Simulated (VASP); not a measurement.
## Co: single point with LDA

Crystal: Co.

```
Co
1.0
     2.13649    0.00000    0.00000
     0.00000    2.13649    0.00000
     0.00000    0.00000    2.13649
Co
1
Direct
  0.00000 0.00000 0.00000
```

This cell differs from its parent crystal: volume scaled by 0.85.

- Program: VASP 6.6.1
- Task: single point
- Functional: LDA
- Potentials or basis: VASP PAW LDA potentials, release 64 (Co)
- Cutoff: 520 eV
- k mesh: 17 × 17 × 17
- Occupations: fermi-dirac, width 0.05 eV
- Spin: collinear spin, ferromagnetic start
- Starting moments: [1.7] μB

- Pressure: 42.5 GPa
- Net moment: 1.21 μB per cell
- Site moments: Co +1.20 μB
- Valence electrons inside the program's atomic spheres: Co 8.73

Levels at points of the mesh, in eV from the Fermi level:
Spin up:
```csv
k point,band 2,band 3,band 4,band 5,band 6,band 7,band 8,band 9
"(0.00, 0.00, 0.00)",-5.26,-5.26,-0.07,-0.07,-0.07,22.54,22.54,22.54
```
Spin down:
```csv
k point,band 1,band 2,band 3,band 4,band 5,band 6,band 7,band 8
"(0.00, 0.00, 0.00)",-9.48,-4.43,-4.43,1.30,1.30,1.30,22.85,22.85
```

Wall time 16 s on 1 thread of Intel(R) Xeon(R) Platinum 8488C (Sapphire Rapids), on a shared host, peak memory 0.14 GiB.
